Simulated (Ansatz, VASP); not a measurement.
One calculation of Se, two programs

```
Se
1.0
     5.43325    3.13689    1.47638
    -5.43325    3.13689    1.47638
     0.00000   -6.27377    1.47638
Se
6
Cartesian
  0.7322 -4.2634 2.0508
  3.3261 2.7657 2.0508
  -4.0583 1.4976 2.0508
  -0.7322 4.2634 2.3784
  -3.3261 -2.7657 2.3784
  4.0583 -1.4976 2.3784
```

Alike in both runs: task relaxation of cell and atoms; functional PBE; dispersion D3(BJ); k mesh 6 × 6 × 6; occupations gaussian, width 0.02 eV; no spin polarisation.

|  | VASP | Ansatz |
| --- | --- | --- |
| version | VASP 6.6.1 | Ansatz 0.2.0 |
| potentials or method | VASP PAW PBE potentials, release 64 (Se), cutoff 600 eV | scalar-relativistic, plane waves, PAW |
| valence electrons in the cell | 36 | 96 |

|  | VASP | Ansatz | Ansatz less VASP |
| --- | --- | --- | --- |
| gap on the k mesh at the Fermi level, each at its own relaxed structure (eV) | 1.02 | 1.03 | +0.011 |
| relaxed volume (Å³/atom) | 25.22 | 25.16 | -0.057 |
| relaxed cell length with the largest relative difference (Å) | 6.451 | 6.445 | -0.0055 |

VASP's potentials hold 36 valence electrons a cell and Ansatz's 96, so a difference there can come from the potentials and not from the codes.
